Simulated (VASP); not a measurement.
Runs of VASP 6.6.1 on Be. The structure is that of space group P2_12_12 (No. 18), or close to it. The cells are those of the table. 

| cell | gap on the mesh (eV) | pressure (GPa) | largest force (eV/Å) |
| --- | --- | --- | --- |
| a = 2.187, b = 3.788, c = 3.446 Å, 4 atoms | none | 56.6 | 7.37 |
| a = 2.206, b = 3.821, c = 3.476 Å, 4 atoms | none | 50.8 | 7.07 |
| a = 2.129, b = 3.687, c = 3.354 Å, 4 atoms | none | 78.1 | 8.41 |
| a = 2.149, b = 3.721, c = 3.385 Å, 4 atoms | none | 70.2 | 8.05 |
| a = 2.109, b = 3.652, c = 3.322 Å, 4 atoms | none | 86.8 | 8.80 |
| a = 2.224, b = 3.853, c = 3.505 Å, 4 atoms | none | (a) | 6.77 |
| a = 2.168, b = 3.755, c = 3.416 Å, 4 atoms | none | (b) | 7.70 |

Alike in all rows: task single point; level PBE; potentials or basis VASP PAW PBE potentials, release 64 (Be); no spin polarisation; k mesh 10 × 6 × 7; cutoff (eV) 600; smearing fermi-dirac 0.1 eV.

Q: Fill in the values left out.

A: (a) 45.4; (b) 63.1.

Caveats: forces of over 1 eV/Å act on the atoms, so gaps and moduli don't describe the material at rest; the stress differs along the axes, from 30 to 83 GPa (at least some runs); the stress differs along the axes, from 25 to 76 GPa (at least some runs); the stress differs along the axes, from 46 to 106 GPa (at least some runs); the stress differs along the axes, from 40 to 97 GPa (at least some runs); the stress differs along the axes, from 52 to 115 GPa (at least some runs); the stress differs along the axes, from 21 to 70 GPa (at least some runs).

A gap of «none» marks levels without a gap at the run's occupations.
